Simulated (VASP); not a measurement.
## TiAl: single point with LDA

The system is TiAl.

```
CELL_PARAMETERS angstrom
2.92025 0.00000 0.00000
-1.46013 2.52901 0.00000
0.00000 0.00000 4.76673
ATOMIC_POSITIONS crystal
Ti 0.00000 0.00000 0.00000
Al 0.33333 0.66667 0.50000
```

| Property | Result |
| --- | --- |
| Program | VASP 6.6.1 |
| Task | single point |
| Functional | LDA |
| Potentials or basis | VASP PAW LDA potentials, release 64 (Ti_sv, Al) |
| Cutoff | 520 eV |
| k mesh | 21 × 21 × 12 |
| Occupations | gaussian, width 0.15 eV |
| Spin | collinear spin |
| Starting moments | [0.625, 0.0] μB |
| Fixed moment | 0.625 μB |

```
Pressure                                              : -10.4 GPa
Net moment                                            : 0.62 μB per cell
Site moments                                          : Ti +0.38; Al +0.01 μB
Valence electrons inside the program's atomic spheres : Ti 10.22; Al 0.80
```

Stress tensor (GPa, compression positive):
```
 -9.27   0.00   0.00
  0.00  -9.27   0.00
  0.00   0.00 -12.57
```

Wall time 2.5 min on 1 thread of Intel(R) Xeon(R) 6975P-C (Granite Rapids) (shared host), peak memory 0.39 GiB.

Caveat: the cell stands under tension; the total moment is fixed, so each spin has its own Fermi level.
